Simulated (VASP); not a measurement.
# ZnSe (F-43m) in VASP: notebook

The runs below take ZnSe through vibrations by perturbation theory, with PBEsol.

All numbers are computed with VASP 6.6.1; they aren't measurements. Logs are shortened: lines on timing, memory, paths and dates and some standing lists are left out, and cuts for length are marked.

**1. The cell of the first run**

It takes space group F-43m (No. 216, cubic). The conventional cell has a = 5.341 Å, b = 5.341 Å, c = 5.341 Å, α = 90.00°, β = 90.00°, γ = 90.00°. Within 3.1 Å of Zn (site symmetry -43m) lie 4 Se at 2.31 Å. Se (site symmetry -43m) has 4 Zn at 2.31 Å within 3.1 Å.

**2. Vibrations by perturbation theory, PBEsol**

File INCAR:

```
SYSTEM = ZnSe
ALGO = Normal ; EDIFF = 1E-8
ENCUT = 520 ; GGA = PS
IBRION = 8 ; ISIF = 2
ISMEAR = 0 ; LASPH = .True.
LCHARG = .False. ; LREAL = .False.
LWAVE = .False. ; NELM = 100
NSW = 1 ; PREC = Accurate
SIGMA = 0.01
```

File KPOINTS:

```
k-points
0
Gamma
  8 8 8
  0 0 0
```

File POSCAR:

```
ZnSe
1.0
    2.6705530190      2.6705530190      0.0000000000
   -2.6705530190      2.6705530190      0.0000000000
    0.0000000000      2.6705530190      2.6705530190
Zn Se
1 1
Direct
    0.0000000000      0.0000000000      0.0000000000
    0.7500000000      0.2500000000      0.5000000000
```

Potentials or basis: VASP PAW PBE potentials, release 64 (Zn, Se).

Started as:

```bash
$ cat potpaw_PBE.64/Zn/POTCAR potpaw_PBE.64/Se/POTCAR > POTCAR
$ mpirun -np 1 vasp_std > vasp.out
```

OUTCAR:

```text
SYSTEM = ZnSe
   EDIFF = 1E-8
   ENCUT = 520
   GGA = PS
   IBRION = 8
   ISIF = 2
   ISMEAR = 0
   LASPH = .True.
   LREAL = .False.
   NELM = 100
   NSW = 1
   PREC = Accurate

 ion  position               nearest neighbor table
   1  0.000  0.000  0.000-   2 2.31   2 2.31   2 2.31   2 2.31
   2  0.750  0.250  0.500-   1 2.31   1 2.31   1 2.31   1 2.31

  LATTYP: Found a face centered cubic cell.
 ALAT       =     5.3411060380

  Lattice vectors:

 A1 = (   0.0000000000,   2.6705530190,   2.6705530190)
 A2 = (   2.6705530190,   0.0000000000,   2.6705530190)
 A3 = (   2.6705530190,   2.6705530190,   0.0000000000)

Analysis of symmetry for initial positions (statically):
=====================================================================
 Subroutine PRICEL returns:
 Original cell was already a primitive cell.

 Routine SETGRP: Setting up the symmetry group for a
 face centered cubic supercell.

 Subroutine GETGRP returns: Found 24 space group operations
 (whereof 24 operations were pure point group operations)
 out of a pool of 48 trial point group operations.

The static configuration has the point symmetry T_d .

Analysis of symmetry for dynamics (positions and initial velocities):
=====================================================================
 Subroutine PRICEL returns:
 Original cell was already a primitive cell.

 Routine SETGRP: Setting up the symmetry group for a
 face centered cubic supercell.

 Subroutine GETGRP returns: Found 24 space group operations
 (whereof 24 operations were pure point group operations)
 out of a pool of 48 trial point group operations.

The dynamic configuration has the point symmetry T_d .

 Subroutine INISYM returns: Found 24 space group operations
 (whereof 24 operations are pure point group operations),
 and found     1 'primitive' translations

----------------------------------------------------------------------------------------

                                     Primitive cell

  volume of cell :      38.0920

  direct lattice vectors                    reciprocal lattice vectors
     2.670553019  2.670553019  0.000000000     0.187227139  0.187227139 -0.187227139
    -2.670553019  2.670553019  0.000000000    -0.187227139  0.187227139 -0.187227139
     0.000000000  2.670553019  2.670553019     0.000000000  0.000000000  0.374454277

  length of vectors
     3.776732299  3.776732299  3.776732299     0.324286916  0.324286916  0.374454277

  position of ions in fractional coordinates (direct lattice)
     0.000000000  0.000000000  0.000000000
     0.750000000  0.250000000  0.500000000

  ion indices of the primitive-cell ions
   primitive index   ion index
                 1           1
                 2           2

----------------------------------------------------------------------------------------

 KPOINTS: k-points

Automatic generation of k-mesh.
 Grid dimensions read from file:
 generate k-points for:    8    8    8

 Generating k-lattice:

  Cartesian coordinates                     Fractional coordinates (reciprocal lattice)
     0.023403392  0.023403392 -0.023403392     0.125000000  0.000000000  0.000000000
    -0.023403392  0.023403392 -0.023403392     0.000000000  0.125000000  0.000000000
     0.000000000  0.000000000  0.046806785     0.000000000  0.000000000  0.125000000

  Length of vectors
     0.040535865  0.040535865  0.046806785

  Shift w.r.t. Gamma in fractional coordinates (k-lattice)
     0.000000000  0.000000000  0.000000000

 Subroutine IBZKPT returns following result:
 ===========================================

 Found     29 irreducible k-points:

 Following reciprocal coordinates:
            Coordinates               Weight
  0.000000  0.000000  0.000000      1.000000
  0.125000  0.000000  0.000000      8.000000
  0.250000  0.000000  0.000000      8.000000
  0.375000  0.000000  0.000000      8.000000
  0.500000  0.000000  0.000000      4.000000
  0.125000  0.125000  0.000000     12.000000
[... 16 lines left out ...]
  0.375000  0.250000  0.125000     48.000000
  0.500000  0.250000  0.125000     24.000000
 [... further k-points ...]
   k-points           NKPTS =     29   k-points in BZ     NKDIM =     29   number of bands    NBANDS=     13
   number of dos      NEDOS =    301   number of ions     NIONS =      2
   total plane-waves  NPLWV =  21952
   dimension x,y,z NGX =    28 NGY =   28 NGZ =   28
   dimension x,y,z NGXF=    56 NGYF=   56 NGZF=   56
   ions per type =               1   1
   NGX,Y,Z   is equivalent  to a cutoff of  12.33, 12.33, 12.33 a.u.
   NGXF,Y,Z  is equivalent  to a cutoff of  24.65, 24.65, 24.65 a.u.
 SYSTEM =  ZnSe
   PREC   = accura    normal or accurate (medium, high low for compatibility)
   ISTART =      0    job   : 0-new  1-cont  2-samecut
   ICHARG =      2    charge: 1-file 2-atom 10-const
   ISPIN  =      1    spin polarized calculation?
   LNONCOLLINEAR =      F non collinear calculations
   LSORBIT =      F    spin-orbit coupling
   LASPH  =      T    aspherical Exc in radial PAW
   ENCUT  =  520.0 eV  38.22 Ry    6.18 a.u.   7.02  7.02  7.02*2*pi/ulx,y,z
   NELM   =    100;   NELMIN=  2; NELMDL= -5     # of ELM steps
   EDIFF  = 0.1E-07   stopping-criterion for ELM
   LREAL  =      F    real-space projection
   EDIFFG = 0.1E-06   stopping-criterion for IOM
   NSW    =      1    number of steps for IOM
   IBRION =      8    ionic relax: 0-MD 1-quasi-New 2-CG
   NFREE  =      0    steps in history (QN), initial steepest desc. (CG)
   ISIF   =      2    stress and relaxation
   ISYM   =      2    0-nonsym 1-usesym 2-fastsym
   POTIM  = 0.5000    time-step for ionic-motion
   TEBEG  =    0.0;   TEEND  =   0.0 temperature during run
   PSTRESS=    0.0 pullay stress
   NELECT =      18.0000    total number of electrons
   NUPDOWN=      -1.0000    fix difference up-down
   EMIN   =  10.00;   EMAX   =-10.00  energy-range for DOS
   EFERMI =   0.00;   METHOD = LEGACY
   ISMEAR =     0;   SIGMA  =   0.01  broadening in eV -4-tet -1-fermi 0-gaus
   EFERMI_NEDOS =   21; number of points for ismear=-14 and -15
   IALGO  =     38    algorithm
   IMIX   =      4    mixing-type and parameters
     AMIX     =   0.40;   BMIX     =  1.00
     AMIX_MAG =   1.60;   BMIX_MAG =  1.00
  volume/ion in A,a.u.               =      19.05       128.53
  Fermi-wavevector in a.u.,A,eV,Ry     =   1.275130  2.409646 22.122481  1.625957
  Thomas-Fermi vector in A             =   2.407859
   LORBIT       =      0    0 simple, 1 ext, 2 COOP (PROOUT), +10 PAW based schemes
   GGA     = PS    functional components
   LHFCALC =     F    Hartree Fock is set to
   AEXX    =    0.0000 exact exchange contribution
   IVDW    =     0    specifies the selected vdW correction
   LEPSILON=     F    determine dielectric tensor
   LRPA    =     F    only Hartree local field effects (RPA)
 non-spin polarized calculation
 Gauss-broadening in eV      SIGMA  =   0.01
  energy-cutoff  :      520.00
  volume of cell :       38.09
 maximum number of plane-waves:      1036
   NGX = 13   NGY = 13   NGZ = 13

--------------------------------------- Ionic step        1  -------------------------------------------

 number of electron      18.0000019 magnetization

 Free energy of the ion-electron system (eV)
  ---------------------------------------------------
  ext. energy  EPLUGINS =         0.00000000
  ---------------------------------------------------
  free energy    TOTEN  =        -6.49150631 eV

  energy without entropy =       -6.49150631  energy(sigma->0) =       -6.49150631

 E-fermi :   3.3057     XC(G=0): -10.3595

 val. band max:        3.1907294482   @ k =   0.0000   0.0000   0.0000
 cond. band min:       5.1164641093   @ k =   0.0000   0.0000   0.0000
 fundamental gap:      1.9257346611
 Fermi energy:         3.3056946028

 k-point     1 :       0.0000    0.0000    0.0000
  band No.  band energies     occupation
      1     -11.4214      2.00000
      2      -4.2000      2.00000
      3      -4.2000      2.00000
      4      -4.2000      2.00000
      5      -3.6464      2.00000
      6      -3.6464      2.00000
      7       3.1907      2.00000
      8       3.1907      2.00000
      9       3.1907      2.00000
     10       5.1165      0.00000
     11       8.8034      0.00000
     12       8.8034      0.00000
     13       8.8034      0.00000
[... 354 lines left out ...]
  band No.  band energies     occupation
      1     -10.0835      2.00000
      2      -4.0786      2.00000
      3      -4.0039      2.00000
      4      -3.7321      2.00000
      5      -3.6408      2.00000
      6      -3.3494      2.00000
      7      -2.8491      2.00000
      8       0.0759      2.00000
      9       1.1980      2.00000
     10       7.8194      0.00000
     11       8.4061      0.00000
     12      10.9768      0.00000
     13      12.2996      0.00000

 [... further k-points ...]
[... 5 lines left out ...]
  --------------------------------------------------------------------------------------
  -------------------------------------------------------------------------------------
  Total        3.6780058      3.6780058      3.6780058     -0.0000000      0.0000000     -0.0000000
  in kB      154.6996689    154.6996689    154.6996689     -0.0000000      0.0000000     -0.0000000
  external PRESSURE =     154.6996689 kB  Pullay stress =       0.0000000 kB

 VOLUME and BASIS-vectors are now :
 -----------------------------------------------------------------------------
  energy-cutoff  :      520.00
  volume of cell :       38.09
      direct lattice vectors                 reciprocal lattice vectors
     2.670553019  2.670553019  0.000000000     0.187227139  0.187227139 -0.187227139
    -2.670553019  2.670553019  0.000000000    -0.187227139  0.187227139 -0.187227139
     0.000000000  2.670553019  2.670553019     0.000000000  0.000000000  0.374454277

 POSITION                                       TOTAL-FORCE (eV/Angst)
 -----------------------------------------------------------------------------------
      0.00000      0.00000      0.00000         0.000000      0.000000      0.000000
      1.33528      4.00583      1.33528        -0.000000     -0.000000     -0.000000
 -----------------------------------------------------------------------------------
    total drift:                               -0.000001      0.000000     -0.000000

  FREE ENERGIE OF THE ION-ELECTRON SYSTEM (eV)
  ---------------------------------------------------
  free  energy   TOTEN  =        -6.4915063052 eV

  energy  without entropy=       -6.4915063052  energy(sigma->0) =       -6.49150631

[... ionic steps 2 to 3 ...]

--------------------------------------- Ionic step        4  -------------------------------------------

------------------------ aborting loop because EDIFF is reached ----------------------------------------

[... ionic steps 5 to 6 ...]

--------------------------------------- Ionic step        7  -------------------------------------------

 Free energy of the ion-electron system (eV)
  ---------------------------------------------------
  ---------------------------------------------------
  free energy    TOTEN  =        -0.08144371 eV

  energy without entropy =       -0.08144371

------------------------ aborting loop because EDIFF is reached ----------------------------------------

 INTERNAL STRAIN TENSOR  FOR ION    2  DIRECTION 1   (eV/Angst):
 -----------------------------------------------------------------------------
     0.02142  0.00000  0.00000
     0.00000 -0.03637 12.68356
     0.00000 12.68356 -0.03637

 INTERNAL STRAIN TENSOR FOR ION    2 for displacements in x,y,z  (eV/Angst):
          X           Y           Z          XY          YZ          ZX
  --------------------------------------------------------------------------------
  x     0.00000    -0.00000    -0.00000     0.00000    12.68356     0.00000
  y    -0.00000     0.00000    -0.00000     0.00000     0.00000    12.68356
  z    -0.00000    -0.00000     0.00000    12.68356     0.00000     0.00000

 SECOND DERIVATIVES (NOT SYMMETRIZED)
 ------------------------------------
               1X          1Y          1Z          2X          2Y          2Z
  1X    -9.822991    0.000000    0.000000    9.822991    0.000000    0.000000
  1Y     0.000000   -9.822991    0.000000    0.000000    9.822991    0.000000
  1Z     0.000000    0.000000   -9.822991    0.000000    0.000000    9.822991
  2X     9.771219   -0.000000    0.000000   -9.771219    0.000000   -0.000000
  2Y     0.000000    9.771219   -0.000000   -0.000000   -9.771219    0.000000
  2Z     0.000000   -0.000000    9.771219   -0.000000    0.000000   -9.771219

 Eigenvectors and eigenvalues of the dynamical matrix
 ----------------------------------------------------

   1 f  =    8.182821 THz    51.414183 2PiTHz  272.949540 cm-1    33.841415 meV
             X         Y         Z           dx          dy          dz
      0.000000  0.000000  0.000000    -0.740481    0.000000    0.000000
      1.335277  4.005830  1.335277     0.672077    0.000000    0.000000
[... 21 lines left out ...]
   6 f/i=    0.010760 THz     0.067605 2PiTHz    0.358907 cm-1     0.044499 meV
             X         Y         Z           dx          dy          dz
      0.000000  0.000000  0.000000    -0.000000    0.000000   -0.672077
      1.335277  4.005830  1.335277     0.000000    0.000000   -0.740481

--------------------------------------------------------------------------------------------------------

 ELASTIC MODULI CONTR FROM IONIC RELAXATION (kBar)
 Direction    XX          YY          ZZ          XY          YZ          ZX
 --------------------------------------------------------------------------------
 XX          -0.0000     -0.0000      0.0000      0.0000     -0.0000      0.0000
 YY          -0.0000     -0.0000     -0.0000      0.0000      0.0000     -0.0000
 ZZ           0.0000     -0.0000     -0.0000     -0.0000      0.0000      0.0000
 XY           0.0000      0.0000     -0.0000   -691.1241      0.0000     -0.0000
 YZ          -0.0000      0.0000      0.0000      0.0000   -691.1241      0.0000
 ZX           0.0000     -0.0000      0.0000     -0.0000      0.0000   -691.1241
 --------------------------------------------------------------------------------
```

Wall time 84 s (1 thread of Intel Xeon Platinum 8488C (Sapphire Rapids), shared host); peak memory 0.26 GiB.

Results:

```yaml
Highest_phonon_frequency_at_Γ_LO-TO_splitting_left_out: 273 cm⁻¹
```

Phonon frequencies in cm⁻¹ (negative: imaginary):
```csv
q point,frequencies
"(0.000, 0.000, 0.000)",0 0 0 273 273 273
```

Caveat: the cell wasn't relaxed at this level first, which shifts response properties; the PAW data sets were made with another functional, which shifts forces and pressure a little.

(Continued in part 2 of 3.)
